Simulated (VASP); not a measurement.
# BaTiO3 (R3m) in VASP: notebook

The runs below take BaTiO3 through single point, with PBEsol.

Everything below comes from runs of VASP 6.6.1. Logs are shortened: lines on timing, memory, paths and dates and some standing lists are left out, and cuts for length are marked.

## Step 1: The cell of the first run

The structure is trigonal, space group R3m (No. 160). The conventional cell has a = 5.419 Å, b = 5.419 Å, c = 6.665 Å, α = 90.00°, β = 90.00°, γ = 120.00°. Within 3.5 Å of Ba (site symmetry 3m) lie 12 O at 2.67 to 2.76 Å and 8 Ti at 3.23 to 3.44 Å. Within 2.4 Å of Ti (site symmetry 3m) lie 6 O at 1.80 to 2.05 Å. O (site symmetry m) has 2 Ti at 1.80 to 2.05 Å within 2.4 Å.

## Step 2: Single point, PBEsol

File INCAR:

```
SYSTEM = BaTiO3
PREC = Accurate
ENCUT = 520
EDIFF = 1E-7
ISMEAR = 0
SIGMA = 0.01
LREAL = .FALSE.
LASPH = .TRUE.
NELM = 60
ALGO = Normal
ISIF = 2
LWAVE = .FALSE.
LCHARG = .FALSE.
GGA = PS
NBANDS = 28
```

File KPOINTS:

```
Automatic mesh
0
G
  6 6 6
  0 0 0
```

File POSCAR:

```
BaTiO3
1.0
    2.7094201037      1.5642844230      2.2216793209
   -2.7094201037      1.5642844230      2.2216793209
    0.0000000000     -3.1285688459      2.2216793209
Ba Ti O
1 1 3
Direct
    0.0000000000      0.0000000000      0.0000000000
    0.4845000000      0.4845000000      0.4845000000
    0.5086000000      0.5086000000      0.0175000000
    0.0175000000      0.5086000000      0.5086000000
    0.5086000000      0.0175000000      0.5086000000
```

Potentials or basis: VASP PAW PBE potentials, release 64 (Ba_sv, Ti_sv, O).

On the command line:

```console
$ cat potpaw_PBE.64/Ba_sv/POTCAR potpaw_PBE.64/Ti_sv/POTCAR potpaw_PBE.64/O/POTCAR > POTCAR
$ mpirun -np 1 vasp_std > vasp.out
```

OUTCAR:

```text
SYSTEM = BaTiO3
   PREC = Accurate
   ENCUT = 520
   EDIFF = 1E-7
   ISMEAR = 0
   LREAL = .FALSE.
   LASPH = .TRUE.
   NELM = 60
   ISIF = 2
   GGA = PS

 ion  position               nearest neighbor table
   1  0.000  0.000  0.000-   3 2.67   4 2.67   5 2.67   4 2.71   5 2.71   5 2.71   4 2.71   3 2.71
                             3 2.71   3 2.76   4 2.76   5 2.76   2 3.23   2 3.29   2 3.29   2 3.29
   2  0.484  0.484  0.484-   3 1.80   4 1.80   5 1.80   3 2.05   4 2.05   5 2.05   1 3.23   1 3.29
                             1 3.29   1 3.29   1 3.36   1 3.36   1 3.36   1 3.44
   3  0.509  0.509  0.017-   2 1.80   2 2.05   1 2.67   1 2.71   1 2.71   1 2.76
   4  0.017  0.509  0.509-   2 1.80   2 2.05   1 2.67   1 2.71   1 2.71   1 2.76
   5  0.509  0.017  0.509-   2 1.80   2 2.05   1 2.67   1 2.71   1 2.71   1 2.76

  LATTYP: Found a trigonal (rhomboedric) cell.
 ALAT       =     3.8371606768
 COS(alpha) =     0.0028448809

  Lattice vectors:

 A1 = (   2.7094201037,   1.5642844230,   2.2216793209)
 A2 = (  -2.7094201037,   1.5642844230,   2.2216793209)
 A3 = (   0.0000000000,  -3.1285688459,   2.2216793209)

Analysis of symmetry for initial positions (statically):
=====================================================================
 Subroutine PRICEL returns:
 Original cell was already a primitive cell.

 Routine SETGRP: Setting up the symmetry group for a
 trigonal (rhombohedral) supercell.

 Subroutine GETGRP returns: Found  6 space group operations
 (whereof  6 operations were pure point group operations)
 out of a pool of 12 trial point group operations.

The static configuration has the point symmetry C_3v.

Analysis of symmetry for dynamics (positions and initial velocities):
=====================================================================
 Subroutine PRICEL returns:
 Original cell was already a primitive cell.

 Routine SETGRP: Setting up the symmetry group for a
 trigonal (rhombohedral) supercell.

 Subroutine GETGRP returns: Found  6 space group operations
 (whereof  6 operations were pure point group operations)
 out of a pool of 12 trial point group operations.

The dynamic configuration has the point symmetry C_3v.

 Subroutine INISYM returns: Found  6 space group operations
 (whereof  6 operations are pure point group operations),
 and found     1 'primitive' translations

----------------------------------------------------------------------------------------

                                     Primitive cell

  volume of cell :      56.4969

  direct lattice vectors                    reciprocal lattice vectors
     2.709420104  1.564284423  2.221679321     0.184541334  0.106544989  0.150036655
    -2.709420104  1.564284423  2.221679321    -0.184541334  0.106544989  0.150036655
     0.000000000 -3.128568846  2.221679321     0.000000000 -0.213089978  0.150036655

  length of vectors
     3.837160677  3.837160677  3.837160673     0.260611466  0.260611466  0.260611467

  position of ions in fractional coordinates (direct lattice)
     0.000000000  0.000000000  0.000000000
     0.484500000  0.484500000  0.484500000
     0.508600000  0.508600000  0.017500000
     0.017500000  0.508600000  0.508600000
     0.508600000  0.017500000  0.508600000

  ion indices of the primitive-cell ions
   primitive index   ion index
                 1           1
                 2           2
                 3           3
                 4           4
                 5           5

----------------------------------------------------------------------------------------

 KPOINTS: Automatic mesh

Automatic generation of k-mesh.
 Grid dimensions read from file:
 generate k-points for:    6    6    6

 Generating k-lattice:

  Cartesian coordinates                     Fractional coordinates (reciprocal lattice)
     0.030756889  0.017757498  0.025006109     0.166666667  0.000000000  0.000000000
    -0.030756889  0.017757498  0.025006109     0.000000000  0.166666667  0.000000000
     0.000000000 -0.035514996  0.025006109     0.000000000  0.000000000  0.166666667

  Length of vectors
     0.043435244  0.043435244  0.043435244

  Shift w.r.t. Gamma in fractional coordinates (k-lattice)
     0.000000000  0.000000000  0.000000000

 Subroutine IBZKPT returns following result:
 ===========================================

 Found     32 irreducible k-points:

 Following reciprocal coordinates:
            Coordinates               Weight
  0.000000  0.000000  0.000000      1.000000
  0.166667 -0.000000 -0.000000      6.000000
  0.333333 -0.000000  0.000000      6.000000
  0.500000  0.000000  0.000000      3.000000
  0.166667  0.166667  0.000000      6.000000
  0.333333  0.166667  0.000000     12.000000
[... 16 lines left out ...]
  0.500000  0.500000  0.166667      6.000000
 -0.333333  0.500000  0.166667     12.000000
 [... further k-points ...]
   k-points           NKPTS =     32   k-points in BZ     NKDIM =     32   number of bands    NBANDS=     28
   number of dos      NEDOS =    301   number of ions     NIONS =      5
   total plane-waves  NPLWV =  27000
   dimension x,y,z NGX =    30 NGY =   30 NGZ =   30
   dimension x,y,z NGXF=    60 NGYF=   60 NGZF=   60
   ions per type =               1   1   3
   NGX,Y,Z   is equivalent  to a cutoff of  13.00, 13.00, 13.00 a.u.
   NGXF,Y,Z  is equivalent  to a cutoff of  26.00, 26.00, 26.00 a.u.
 SYSTEM =  BaTiO3
   PREC   = accura    normal or accurate (medium, high low for compatibility)
   ISTART =      0    job   : 0-new  1-cont  2-samecut
   ICHARG =      2    charge: 1-file 2-atom 10-const
   ISPIN  =      1    spin polarized calculation?
   LNONCOLLINEAR =      F non collinear calculations
   LSORBIT =      F    spin-orbit coupling
   LASPH  =      T    aspherical Exc in radial PAW
   ENCUT  =  520.0 eV  38.22 Ry    6.18 a.u.   7.13  7.13  7.13*2*pi/ulx,y,z
   NELM   =     60;   NELMIN=  2; NELMDL= -5     # of ELM steps
   EDIFF  = 0.1E-06   stopping-criterion for ELM
   LREAL  =      F    real-space projection
   EDIFFG = 0.1E-05   stopping-criterion for IOM
   NSW    =      0    number of steps for IOM
   IBRION =     -1    ionic relax: 0-MD 1-quasi-New 2-CG
   NFREE  =      0    steps in history (QN), initial steepest desc. (CG)
   ISIF   =      2    stress and relaxation
   ISYM   =      2    0-nonsym 1-usesym 2-fastsym
   POTIM  = 0.5000    time-step for ionic-motion
   TEBEG  =    0.0;   TEEND  =   0.0 temperature during run
   PSTRESS=    0.0 pullay stress
   NELECT =      40.0000    total number of electrons
   NUPDOWN=      -1.0000    fix difference up-down
   EMIN   =  10.00;   EMAX   =-10.00  energy-range for DOS
   EFERMI =   0.00;   METHOD = LEGACY
   ISMEAR =     0;   SIGMA  =   0.01  broadening in eV -4-tet -1-fermi 0-gaus
   EFERMI_NEDOS =   21; number of points for ismear=-14 and -15
   IALGO  =     38    algorithm
   IMIX   =      4    mixing-type and parameters
     AMIX     =   0.40;   BMIX     =  1.00
     AMIX_MAG =   1.60;   BMIX_MAG =  1.00
  volume/ion in A,a.u.               =      11.30        76.25
  Fermi-wavevector in a.u.,A,eV,Ry     =   1.459105  2.757309 28.966639  2.128988
  Thomas-Fermi vector in A             =   2.575711
   LORBIT       =      0    0 simple, 1 ext, 2 COOP (PROOUT), +10 PAW based schemes
   GGA     = PS    functional components
   LHFCALC =     F    Hartree Fock is set to
   AEXX    =    0.0000 exact exchange contribution
   IVDW    =     0    specifies the selected vdW correction
   LEPSILON=     F    determine dielectric tensor
   LRPA    =     F    only Hartree local field effects (RPA)
 non-spin polarized calculation
 Gauss-broadening in eV      SIGMA  =   0.01
  energy-cutoff  :      520.00
  volume of cell :       56.50
 maximum number of plane-waves:      1568
 NGX is ok and might be reduce to    30
   NGX = 15   NGY = 15   NGZ = 15

 number of electron      39.9999999 magnetization

 Free energy of the ion-electron system (eV)
  ---------------------------------------------------
  ext. energy  EPLUGINS =         0.00000000
  ---------------------------------------------------
  free energy    TOTEN  =       -41.33176115 eV

  energy without entropy =      -41.33176115  energy(sigma->0) =      -41.33176115

 E-fermi :   4.7856     XC(G=0): -12.1790

 val. band max:        4.6584910350   @ k =   0.5000   0.5000   0.5000
 cond. band min:       7.2998053528   @ k =   0.0000   0.0000   0.0000
 fundamental gap:      2.6413143178
 Fermi energy:         4.7855508333

 k-point     1 :       0.0000    0.0000    0.0000
  band No.  band energies     occupation
      1     -50.7939      2.00000
      2     -27.2810      2.00000
      3     -27.2810      2.00000
      4     -27.2436      2.00000
      5     -19.8760      2.00000
      6     -12.3113      2.00000
[... 20 lines left out ...]
     27      10.1986      0.00000
     28      13.3419      0.00000

 k-point     2 :       0.1667   -0.0000   -0.0000
  band No.  band energies     occupation
      1     -50.7933      2.00000
      2     -27.3017      2.00000
      3     -27.2798      2.00000
      4     -27.2482      2.00000
      5     -19.8176      2.00000
      6     -12.4012      2.00000
[... 20 lines left out ...]
     27      10.9205      0.00000
     28      13.8038      0.00000

 k-point     3 :       0.3333   -0.0000    0.0000
  band No.  band energies     occupation
      1     -50.7922      2.00000
      2     -27.3507      2.00000
      3     -27.2776      2.00000
      4     -27.2493      2.00000
      5     -19.6960      2.00000
      6     -12.7045      2.00000
[... 20 lines left out ...]
     27      11.9788      0.00000
     28      13.5306      0.00000

 k-point     4 :       0.5000    0.0000    0.0000
  band No.  band energies     occupation
      1     -50.7916      2.00000
      2     -27.3759      2.00000
      3     -27.2765      2.00000
      4     -27.2489      2.00000
      5     -19.6325      2.00000
      6     -12.8720      2.00000
[... 578 lines left out ...]
     27      12.6768      0.00000
     28      13.9722      0.00000

 k-point    23 :       0.5000    0.5000    0.1667
  band No.  band energies     occupation
      1     -50.7888      2.00000
      2     -27.3751      2.00000
      3     -27.3545      2.00000
      4     -27.2800      2.00000
      5     -19.4713      2.00000
      6     -11.9105      2.00000
[... 20 lines left out ...]
     27      13.9085      0.00000
     28      14.4171      0.00000

 k-point    24 :      -0.3333    0.5000    0.1667
  band No.  band energies     occupation
      1     -50.7894      2.00000
      2     -27.3702      2.00000
      3     -27.3382      2.00000
      4     -27.2798      2.00000
      5     -19.5043      2.00000
      6     -12.1409      2.00000
[... 20 lines left out ...]
     27      13.5799      0.00000
     28      14.1219      0.00000

 [... further k-points ...]
[... 5 lines left out ...]
  --------------------------------------------------------------------------------------
  -------------------------------------------------------------------------------------
  Total       10.9258764     10.9258764     10.1952102     -0.0000000      0.0000000      0.0000000
  in kB      309.8433452    309.8433439    289.1226211     -0.0000000      0.0000000      0.0000000
  external PRESSURE =     302.9364367 kB  Pullay stress =       0.0000000 kB

 VOLUME and BASIS-vectors are now :
 -----------------------------------------------------------------------------
  energy-cutoff  :      520.00
  volume of cell :       56.50
      direct lattice vectors                 reciprocal lattice vectors
     2.709420104  1.564284423  2.221679321     0.184541334  0.106544989  0.150036655
    -2.709420104  1.564284423  2.221679321    -0.184541334  0.106544989  0.150036655
     0.000000000 -3.128568846  2.221679321     0.000000000 -0.213089978  0.150036655

 POSITION                                       TOTAL-FORCE (eV/Angst)
 -----------------------------------------------------------------------------------
      0.00000      0.00000      0.00000         0.000000     -0.000000     -0.079358
      0.00000      0.00000      3.22921         0.000000      0.000000      1.676935
      0.00000      1.53644      2.29877         0.000000      1.097781     -0.532525
     -1.33060     -0.76822      2.29877        -0.950706     -0.548891     -0.532525
      1.33060     -0.76822      2.29877         0.950706     -0.548891     -0.532525
 -----------------------------------------------------------------------------------
    total drift:                                0.000000     -0.000002     -0.000590

  FREE ENERGIE OF THE ION-ELECTRON SYSTEM (eV)
  ---------------------------------------------------
  free  energy   TOTEN  =       -41.3317611457 eV

  energy  without entropy=      -41.3317611457  energy(sigma->0) =      -41.33176115
```

It took 32 s on 1 thread of Intel Xeon 6975P-C (Granite Rapids), shared host; peak memory 0.19 GiB.

Results:

```
Free energy            : -41.3318 eV
Pressure               : 30.3 GPa
Largest force          : 1.677 eV/Å
Band gap on the k mesh : 2.64 eV, indirect (least direct gap 2.91 eV)
```

Forces in eV/Å, atoms in the order of the input:
```
Ba   0.000  0.000 -0.079
Ti   0.000  0.000  1.677
O    0.000  1.098 -0.533
O   -0.951 -0.549 -0.533
O    0.951 -0.549 -0.533
```

Stress tensor (GPa, compression positive):
```
30.98  0.00  0.00
 0.00 30.98  0.00
 0.00  0.00 28.91
```

Caveat: the PAW data sets were made with another functional, which shifts forces and pressure a little; spin-orbit coupling is left out, which moves the levels of the heavy elements. As with any semilocal functional, this PBEsol gap is likely too small.

## Step 3: Single point, PBEsol

This run uses another cell than the first one, of 11.81 Å³/atom, 1.045 times its volume.

File INCAR:

```
  ALGO = Normal
  EDIFF = 1E-6
  ENCUT = 520
  GGA = PS
  ISIF = 2
  ISMEAR = 0
  LASPH = True
  LCHARG = True
  LELF = True
  LREAL = False
  LVHAR = True
  LWAVE = False
  NBANDS = 28
  NELM = 100
  PREC = Accurate
  SIGMA = 0.01
```

File KPOINTS:

```
k-points
0
Gamma
  6 6 6
```

Changes to POSCAR since step 2:

```diff
@@ -2,5 +2,5 @@
 1.0
-    2.7094201037      1.5642844230      2.2216793209
-   -2.7094201037      1.5642844230      2.2216793209
-    0.0000000000     -3.1285688459      2.2216793209
+    2.7498651725      1.5876353943      2.2548436032
+   -2.7498651725      1.5876353943      2.2548436032
+    0.0000000000     -3.1752707886      2.2548436032
 Ba Ti O
```

Potentials or basis: VASP PAW PBE potentials, release 64 (Ba_sv, Ti_sv, O).

On the command line:

```console
$ cat potpaw_PBE.64/Ba_sv/POTCAR potpaw_PBE.64/Ti_sv/POTCAR potpaw_PBE.64/O/POTCAR > POTCAR
$ mpirun -np 1 vasp_std > vasp.out
```

It took 30 s on 1 thread of Intel Xeon 6975P-C (Granite Rapids), shared host; peak memory 0.2 GiB.

It converged, with:

| Item | Value |
| --- | --- |
| Free energy | -41.7198 eV |
| Pressure | 18.2 GPa |
| Largest force | 1.102 eV/Å |
| Band gap on the k mesh | 2.54 eV, indirect (least direct gap 2.86 eV) |

Forces in eV/Å, atoms in the order of the input:
```
Ba   0.000  0.000 -0.098
Ti   0.000  0.000  1.102
O    0.000  0.716 -0.335
O   -0.620 -0.358 -0.335
O    0.620 -0.358 -0.335
```

Stress tensor (GPa, compression positive):
```
18.62  0.00  0.00
 0.00 18.62  0.00
 0.00  0.00 17.30
```

Levels at points of the mesh, in eV from the valence-band top:
```csv
k point,band 16,band 17,band 18,band 19,band 20,band 21,band 22,band 23,band 24,band 25
"(0.00, 0.00, 0.00)",-1.48,-1.22,-0.50,-0.32,-0.32,2.54,2.54,2.72,4.98,4.98
"(0.50, 0.00, 0.00)",-2.23,-1.84,-1.73,-0.97,-0.81,2.77,4.23,4.34,5.10,7.01
"(0.50, 0.50, 0.00)",-3.06,-1.57,-0.84,-0.79,-0.11,4.32,4.33,4.67,5.79,8.27
"(0.50, 0.50, 0.50)",-2.33,-2.28,-0.02,-0.02,0.00,4.87,5.04,5.04,6.95,6.95
```

Caveat: the PAW data sets were made with another functional, which shifts forces and pressure a little; spin-orbit coupling is left out, which moves the levels of the heavy elements. A k mesh can miss the band edges.

## Step 4: Single point, PBEsol

This run uses another cell than the first one, of 12.33 Å³/atom, 1.091 times its volume.

File INCAR:

```
PREC = Accurate ; ENCUT = 520
EDIFF = 1E-6 ; ISMEAR = 0
SIGMA = 0.01 ; LREAL = False
LASPH = True ; NELM = 80
ALGO = Normal ; ISIF = 2
LWAVE = False ; LCHARG = False
GGA = PS ; NBANDS = 28
```

File KPOINTS:

```
Automatic mesh
0
Gamma
  6 6 6
```

Changes to POSCAR since step 3:

```diff
@@ -2,5 +2,5 @@
 1.0
-    2.7498651725      1.5876353943      2.2548436032
-   -2.7498651725      1.5876353943      2.2548436032
-    0.0000000000     -3.1752707886      2.2548436032
+    2.7891542689      1.6103189646      2.2870600072
+   -2.7891542689      1.6103189646      2.2870600072
+    0.0000000000     -3.2206379292      2.2870600072
 Ba Ti O
```

On the command line:

```console
$ cat potpaw_PBE.64/Ba_sv/POTCAR potpaw_PBE.64/Ti_sv/POTCAR potpaw_PBE.64/O/POTCAR > POTCAR
$ mpirun -np 1 vasp_std > vasp.out
```

It took 26 s on 1 thread of Intel Xeon 6975P-C (Granite Rapids), shared host; peak memory 0.2 GiB.

Results (log left out):

| Property | Result |
| --- | --- |
| Free energy | -41.9331 eV |
| Pressure | 8.5 GPa |
| Largest force | 0.592 eV/Å |
| Band gap on the k mesh | 2.43 eV, indirect (least direct gap 2.80 eV) |

Forces on the atoms (eV/Å):
```
Ba   0.000  0.000 -0.113
Ti   0.000  0.000  0.592
O    0.000  0.384 -0.160
O   -0.332 -0.192 -0.160
O    0.332 -0.192 -0.160
```

Stress tensor (GPa, compression positive):
```
8.70 0.00 0.00
0.00 8.70 0.00
0.00 0.00 8.00
```

Levels at points of the mesh, in eV from the valence-band top:
```tsv
k point	band 17	band 18	band 19	band 20	band 21	band 22	band 23	band 24
(0.00, 0.00, 0.00)	-1.15	-0.52	-0.37	-0.37	2.43	2.43	2.60	4.81
(0.50, 0.00, 0.00)	-1.78	-1.69	-0.98	-0.83	2.64	4.00	4.10	4.78
(0.50, 0.50, 0.00)	-1.61	-0.87	-0.83	-0.10	4.08	4.08	4.42	5.42
(0.50, 0.50, 0.50)	-2.33	-0.02	-0.02	0.00	4.59	4.75	4.75	6.73
```

Caveat: the PAW data sets were made with another functional, which shifts forces and pressure a little; spin-orbit coupling is left out, which moves the levels of the heavy elements. A k mesh can miss the band edges.

(Part 1 of 2 ends here.)
